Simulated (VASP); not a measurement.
# CuO (Fm-3m) in VASP: single point with PBE+U

Aim: the single point of CuO with PBE+U.

All numbers are computed with VASP 6.6.1; they aren't measurements. Logs are shortened: lines on timing, memory, paths and dates and some standing lists are left out, and cuts for length are marked.

### 1 The cell of the first run

It takes space group Fm-3m (No. 225, cubic). Conventional cell: a = 4.187 Å, b = 4.187 Å, c = 4.187 Å, α = 90.00°, β = 90.00°, γ = 90.00°. Cu (site symmetry m-3m) has 6 O at 2.09 Å within 2.8 Å. Within 2.8 Å of O (site symmetry m-3m) lie 6 Cu at 2.09 Å.

### 2 Single point, PBE+U, collinear spin, ferromagnetic start

The input, INCAR:

```
SYSTEM = CuO
ALGO     = Normal         ! electronic algorithm
EDIFF    = 1E-6           ! SCF threshold, eV
ENCUT    = 820            ! plane-wave cutoff, eV
GGA      = PE             ! functional
GGA_COMPAT= .False.      
ISIF     = 2              ! what is computed and relaxed
ISMEAR   = 0              ! smearing method
ISPIN    = 2              ! spin polarisation
LASPH    = .True.         ! aspherical terms in the spheres
LCHARG   = .True.         ! write CHGCAR
LDAU     = .True.         ! DFT+U
LDAUJ    = 0 0          
LDAUL    = 2 -1           ! shell
LDAUPRINT= 1            
LDAUTYPE = 2            
LDAUU    = 2.74 0         ! U, eV
LELF     = .True.         ! ELF
LMAXMIX  = 4              ! l up to which the mixer works
LORBIT   = 11             ! projections on sites
LREAL    = .False.        ! projectors in reciprocal space
LVHAR    = .True.       
LWAVE    = .False.        ! write WAVECAR
MAGMOM   = 0.42 0.42 0.27 0.27 ! initial moments
NBANDS   = 37             ! bands
NELM     = 200            ! most SCF steps
PREC     = Accurate       ! precision mode
SIGMA    = 0.0337         ! smearing width, eV
```

The input, KPOINTS:

```
k-points
0
Gamma
  6 6 4
  0 0 0
```

The input, POSCAR:

```
CuO
1.0
    2.0932558100      2.0932558100      0.0000000000
   -2.0932558100      2.0932558100      0.0000000000
    0.0000000000      0.0000000000      4.1865116200
Cu O
2 2
Direct
    0.0000000000      0.0000000000      0.0000000000
    0.5000000000      0.5000000000      0.5000000000
    0.0000000000      0.0000000000      0.5000000000
    0.5000000000      0.5000000000      0.0000000000
```

Potentials or basis: VASP PAW PBE potentials, release 64 (Cu_sv_GW, O).

Launch:

```
> cat potpaw_PBE.64/Cu_sv_GW/POTCAR potpaw_PBE.64/O/POTCAR > POTCAR
> mpirun -np 1 vasp_std > vasp.out
```

OUTCAR:

```text
SYSTEM = CuO
   EDIFF = 1E-6
   ENCUT = 820
   GGA = PE
   ISIF = 2
   ISMEAR = 0
   ISPIN = 2
   LASPH = .True.
   LORBIT = 11
   LREAL = .False.
   NELM = 200
   PREC = Accurate

 ion  position               nearest neighbor table
   1  0.000  0.000  0.000-   3 2.09   4 2.09   3 2.09   4 2.09   4 2.09   4 2.09
   2  0.500  0.500  0.500-   3 2.09   4 2.09   4 2.09   3 2.09   3 2.09   3 2.09
   3  0.000  0.000  0.500-   1 2.09   2 2.09   1 2.09   2 2.09   2 2.09   2 2.09
   4  0.500  0.500  0.000-   1 2.09   2 2.09   2 2.09   1 2.09   1 2.09   1 2.09

  LATTYP: Found a simple tetragonal cell.
 ALAT       =     2.9603107560
 C/A-ratio  =     1.4142135624

  Lattice vectors:

 A1 = (   2.0932558100,   2.0932558100,   0.0000000000)
 A2 = (  -2.0932558100,   2.0932558100,   0.0000000000)
 A3 = (   0.0000000000,   0.0000000000,   4.1865116200)

Analysis of symmetry for initial positions (statically):
=====================================================================
 Subroutine PRICEL returns following result:

  LATTYP: Found a face centered cubic cell.
 ALAT       =     4.1865116200
[... 12 lines left out ...]
 Subroutine GETGRP returns: Found 16 space group operations
 (whereof 16 operations were pure point group operations)
 out of a pool of 16 trial point group operations.

The static configuration has the point symmetry D_4h.

Analysis of symmetry for dynamics (positions and initial velocities):
=====================================================================
 Subroutine PRICEL returns following result:

  LATTYP: Found a face centered cubic cell.
 ALAT       =     4.1865116200
[... 12 lines left out ...]
 Subroutine GETGRP returns: Found 16 space group operations
 (whereof 16 operations were pure point group operations)
 out of a pool of 16 trial point group operations.

The dynamic configuration has the point symmetry D_4h.

Analysis of structural, dynamic, and magnetic symmetry:
=====================================================================
 Subroutine PRICEL returns following result:

  LATTYP: Found a face centered cubic cell.
 ALAT       =     4.1865116200
[... 12 lines left out ...]
 Subroutine GETGRP returns: Found 16 space group operations
 (whereof 16 operations were pure point group operations)
 out of a pool of 16 trial point group operations.

The overall configuration has the point symmetry D_4h.

 Subroutine INISYM returns: Found 16 space group operations
 (whereof 16 operations are pure point group operations),
 and found     2 'primitive' translations

----------------------------------------------------------------------------------------

                                     Primitive cell

  volume of cell :      18.3441

  direct lattice vectors                    reciprocal lattice vectors
     0.000000000 -2.093255810 -2.093255810    -0.238862349 -0.238862349 -0.238862349
     2.093255810  0.000000000 -2.093255810     0.238862349  0.238862349 -0.238862349
     2.093255810 -2.093255810  0.000000000     0.238862349 -0.238862349  0.238862349

  length of vectors
     2.960310756  2.960310756  2.960310756     0.413721725  0.413721725  0.413721725

  position of ions in fractional coordinates (direct lattice)
     0.000000000  0.000000000  0.000000000
     0.500000000  0.500000000  0.500000000

  ion indices of the primitive-cell ions
   primitive index   ion index
                 1           1
                 2           3

[... 137 lines left out ...]
  o =  0.7343  v =  0.0000  0.0000  0.0000  0.0000  0.0000  0.0000 -0.0000  0.0000 -0.0000 -1.0000      0.0000  0.0000  0.0000  0.0000  0.0000  0.0000  0.0000  0.0000  0.0000  0.0000
  o =  0.9395  v =  0.0000  0.0000  0.0000  0.0000  0.0000  1.0000  0.0000  0.0000  0.0000  0.0000      0.0000  0.0000  0.0000  0.0000  0.0000  0.0000  0.0000  0.0000  0.0000  0.0000
  o =  0.9401  v =  0.0000  0.0000  0.0000  0.0000  0.0000  0.0000 -0.9998 -0.0000  0.0220  0.0000      0.0000  0.0000  0.0000  0.0000  0.0000  0.0000  0.0000  0.0000  0.0000  0.0000
  o =  0.9401  v =  0.0000  0.0000  0.0000  0.0000  0.0000  0.0000 -0.0220 -0.0000 -0.9998  0.0000      0.0000  0.0000  0.0000  0.0000  0.0000  0.0000  0.0000  0.0000  0.0000  0.0000
  o =  0.9450  v =  0.0000  0.9996  0.0000  0.0299 -0.0000  0.0000  0.0000  0.0000  0.0000  0.0000      0.0000  0.0000  0.0000  0.0000  0.0000  0.0000  0.0000  0.0000  0.0000  0.0000
  o =  0.9450  v =  0.0000  0.0299  0.0000 -0.9996 -0.0000  0.0000  0.0000  0.0000  0.0000  0.0000      0.0000  0.0000  0.0000  0.0000  0.0000  0.0000  0.0000  0.0000  0.0000  0.0000
  o =  0.9452  v =  1.0000  0.0000  0.0000  0.0000  0.0000  0.0000  0.0000  0.0000  0.0000  0.0000      0.0000  0.0000  0.0000  0.0000  0.0000  0.0000  0.0000  0.0000  0.0000  0.0000
  o =  0.9474  v =  0.0000  0.0000  0.0000  0.0000  1.0000  0.0000  0.0000  0.0000  0.0000  0.0000      0.0000  0.0000  0.0000  0.0000  0.0000  0.0000  0.0000  0.0000  0.0000  0.0000
  o =  0.9710  v =  0.0000 -0.0000  1.0000 -0.0000 -0.0000  0.0000  0.0000  0.0000  0.0000  0.0000      0.0000  0.0000  0.0000  0.0000  0.0000  0.0000  0.0000  0.0000  0.0000  0.0000

atom =   2  type =  1  l = 2

 onsite density matrix

spin component  1

  0.9452  0.0000 -0.0000  0.0000  0.0000
  0.0000  0.9450 -0.0000 -0.0000  0.0000
 -0.0000 -0.0000  0.9710 -0.0000  0.0000
  0.0000 -0.0000 -0.0000  0.9450 -0.0000
  0.0000  0.0000  0.0000 -0.0000  0.9474

spin component  2

  0.9395  0.0000  0.0000  0.0000  0.0000
  0.0000  0.9401  0.0000 -0.0000 -0.0000
  0.0000  0.0000  0.6425  0.0000  0.0000
  0.0000 -0.0000  0.0000  0.9401  0.0000
  0.0000 -0.0000  0.0000  0.0000  0.7343

 occupancies and eigenvectors

  o =  0.6425  v =  0.0000  0.0000  0.0000  0.0000  0.0000  0.0000 -0.0000 -1.0000  0.0000 -0.0000      0.0000  0.0000  0.0000  0.0000  0.0000  0.0000  0.0000  0.0000  0.0000  0.0000
  o =  0.7343  v =  0.0000  0.0000  0.0000  0.0000  0.0000  0.0000 -0.0000 -0.0000  0.0000  1.0000      0.0000  0.0000  0.0000  0.0000  0.0000  0.0000  0.0000  0.0000  0.0000  0.0000
  o =  0.9395  v =  0.0000  0.0000  0.0000  0.0000  0.0000  1.0000  0.0000  0.0000  0.0000  0.0000      0.0000  0.0000  0.0000  0.0000  0.0000  0.0000  0.0000  0.0000  0.0000  0.0000
  o =  0.9401  v =  0.0000  0.0000  0.0000  0.0000  0.0000  0.0000  0.9960 -0.0000  0.0891  0.0000      0.0000  0.0000  0.0000  0.0000  0.0000  0.0000  0.0000  0.0000  0.0000  0.0000
  o =  0.9401  v =  0.0000  0.0000  0.0000  0.0000  0.0000  0.0000 -0.0891  0.0000  0.9960 -0.0000      0.0000  0.0000  0.0000  0.0000  0.0000  0.0000  0.0000  0.0000  0.0000  0.0000
  o =  0.9450  v =  0.0000 -0.4229  0.0000  0.9062 -0.0000  0.0000  0.0000  0.0000  0.0000  0.0000      0.0000  0.0000  0.0000  0.0000  0.0000  0.0000  0.0000  0.0000  0.0000  0.0000
  o =  0.9450  v =  0.0000  0.9062 -0.0000  0.4229 -0.0000  0.0000  0.0000  0.0000  0.0000  0.0000      0.0000  0.0000  0.0000  0.0000  0.0000  0.0000  0.0000  0.0000  0.0000  0.0000
  o =  0.9452  v =  1.0000  0.0000  0.0000  0.0000  0.0000  0.0000  0.0000  0.0000  0.0000  0.0000      0.0000  0.0000  0.0000  0.0000  0.0000  0.0000  0.0000  0.0000  0.0000  0.0000
  o =  0.9474  v =  0.0000  0.0000 -0.0000  0.0000  1.0000  0.0000  0.0000  0.0000  0.0000  0.0000      0.0000  0.0000  0.0000  0.0000  0.0000  0.0000  0.0000  0.0000  0.0000  0.0000
  o =  0.9710  v =  0.0000 -0.0000 -1.0000 -0.0000 -0.0000  0.0000  0.0000  0.0000  0.0000  0.0000      0.0000  0.0000  0.0000  0.0000  0.0000  0.0000  0.0000  0.0000  0.0000  0.0000

 number of electron      49.9999960 magnetization       1.7522545

 Free energy of the ion-electron system (eV)
  ---------------------------------------------------
  ext. energy  EPLUGINS =         0.00000000
  ---------------------------------------------------
  free energy    TOTEN  =       -16.69133515 eV

  energy without entropy =      -16.69039235  energy(sigma->0) =      -16.69086375

 E-fermi :   6.4975     XC(G=0): -12.9935

 val. band max:        6.4970746633   @ k =   0.5000   0.0000   0.5000
 cond. band min:       6.5330248973   @ k =   0.5000   0.0000   0.0000
 fundamental gap:      0.0359502340
 Fermi energy:         6.4974656476

 spin component 1

 k-point     1 :       0.0000    0.0000    0.0000
  band No.  band energies     occupation
      1    -105.5710      1.00000
      2    -105.5694      1.00000
      3     -63.0950      1.00000
      4     -63.0778      1.00000
      5     -62.9013      1.00000
      6     -62.9013      1.00000
[... 1913 lines left out ...]
     36      27.5431      0.00000
     37      32.2732      0.00000

 [... further k-points ...]

------------------------ aborting loop because EDIFF is reached ----------------------------------------

  FORCE on cell =-STRESS in cart. coord.  units (eV):
  Direction    XX          YY          ZZ          XY          YZ          ZX
  --------------------------------------------------------------------------------------
  -------------------------------------------------------------------------------------
  Total        1.9087754      1.9087754      1.4896320      0.0000000      0.0000000      0.0000000
  in kB       83.3563123     83.3563123     65.0523022      0.0000000      0.0000000      0.0000000
  external PRESSURE =      77.2549756 kB  Pullay stress =       0.0000000 kB

 VOLUME and BASIS-vectors are now :
 -----------------------------------------------------------------------------
  energy-cutoff  :      820.00
  volume of cell :       36.69
      direct lattice vectors                 reciprocal lattice vectors
     2.093255810  2.093255810  0.000000000     0.238862349  0.238862349  0.000000000
    -2.093255810  2.093255810  0.000000000    -0.238862349  0.238862349  0.000000000
     0.000000000  0.000000000  4.186511620     0.000000000  0.000000000  0.238862349

 POSITION                                       TOTAL-FORCE (eV/Angst)
 -----------------------------------------------------------------------------------
      0.00000      0.00000      0.00000         0.000000     -0.000000      0.000000
      0.00000      2.09326      2.09326        -0.000000      0.000000     -0.000000
      0.00000      0.00000      2.09326         0.000000     -0.000000      0.000000
      0.00000      2.09326      0.00000         0.000000     -0.000000      0.000000
 -----------------------------------------------------------------------------------
    total drift:                               -0.000000      0.000000      0.000000

  FREE ENERGIE OF THE ION-ELECTRON SYSTEM (eV)
  ---------------------------------------------------
  free  energy   TOTEN  =       -16.6913351500 eV

  energy  without entropy=      -16.6903923456  energy(sigma->0) =      -16.69086375

 total charge

# of ion       s       p       d       f       tot
--------------------------------------------------
    1        2.197   6.318   8.924   0.010  17.450
    2        2.197   6.318   8.924   0.010  17.450
    3        1.569   3.387   0.000   0.000   4.956
    4        1.569   3.387   0.000   0.000   4.956
--------------------------------------------------
tot          7.532  19.411  17.848   0.021  44.812

 magnetization (x)

# of ion       s       p       d       f       tot
--------------------------------------------------
    1       -0.003   0.005   0.557   0.000   0.559
    2       -0.003   0.005   0.557   0.000   0.559
    3        0.009   0.291   0.000   0.000   0.300
    4        0.009   0.291   0.000   0.000   0.300
--------------------------------------------------
tot          0.011   0.592   1.114   0.001   1.718
```

It took 5.1 min on 1 thread of Intel Xeon Platinum 8175M at 2.50GHz (Skylake/Cascade Lake), shared host; peak memory 0.29 GiB.

What came out:

| Property | Result |
| --- | --- |
| Free energy | -16.6913 eV |
| Pressure | 7.7 GPa |
| Net moment | 1.75 μB per cell |
| Site moments | Cu +0.56; O +0.30 μB |
| Valence electrons inside the program's atomic spheres | Cu 17.45; O 4.96 |

Eigenvalues of the final occupation matrices:
```tsv
site	spin	trace	eigenvalues
site 1 d	1	4.75	0.94 0.94 0.95 0.95 0.97
site 1 d	2	4.20	0.64 0.73 0.94 0.94 0.94
site 2 d	1	4.75	0.94 0.94 0.95 0.95 0.97
site 2 d	2	4.20	0.64 0.73 0.94 0.94 0.94
```

Caveat: the k points lie up to 0.38 Å⁻¹ apart.
